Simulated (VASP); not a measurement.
Wanted: the native input for a VASP 6.6.1 run.

```yaml
Task: single point
Functional: PBE
Potentials_or_basis: VASP PAW PBE potentials, release 64 (Ag, Cl)
Cutoff: 520 eV
k_mesh: 10 × 10 × 10
Occupations: gaussian, width 0.01 eV
Spin: no spin polarisation
Dipole_correction: no
Further_INCAR_settings: ALGO = Normal; EDIFF = 1e-06; NBANDS = 16
```

The structure of AgCl lies in POSCAR:

```
AgCl
1.0
    0.0000000000      2.7341829292      2.7341829292
    2.7341829292      0.0000000000      2.7341829292
    2.7341829292      2.7341829292      0.0000000000
Ag Cl
1 1
Direct
    0.5000000000      0.5000000000      0.5000000000
    0.0000000000      0.0000000000      0.0000000000
```

One way to write it, as run:

INCAR

```
SYSTEM = AgCl
ALGO = Normal ; EDIFF = 1E-6
ENCUT = 520 ; GGA = PE
ISIF = 2 ; ISMEAR = 0
LASPH = .True. ; LCHARG = .True.
LELF = .True. ; LREAL = .False.
LVHAR = .True. ; LWAVE = .False.
NBANDS = 16 ; NELM = 80
PREC = Accurate ; SIGMA = 0.01
```

KPOINTS

```
k-points
0
Gamma
  10 10 10
  0 0 0
```

Potentials or basis: VASP PAW PBE potentials, release 64 (Ag, Cl).

Launch:

```sh
$ cat potpaw_PBE.64/Ag/POTCAR potpaw_PBE.64/Cl/POTCAR > POTCAR
$ mpirun -np 1 vasp_std > vasp.out
```

It gave:

| Quantity | Value |
| --- | --- |
| Pressure | 3.8 GPa |
| Band gap on the k mesh | 0.90 eV (least direct gap 3.26 eV) |

Caveat: the cell stands under pressure.

Wall time 16 s on 1 thread of AMD EPYC 9R45 96-Core Processor (Zen 5) (shared host), peak memory 0.15 GiB.
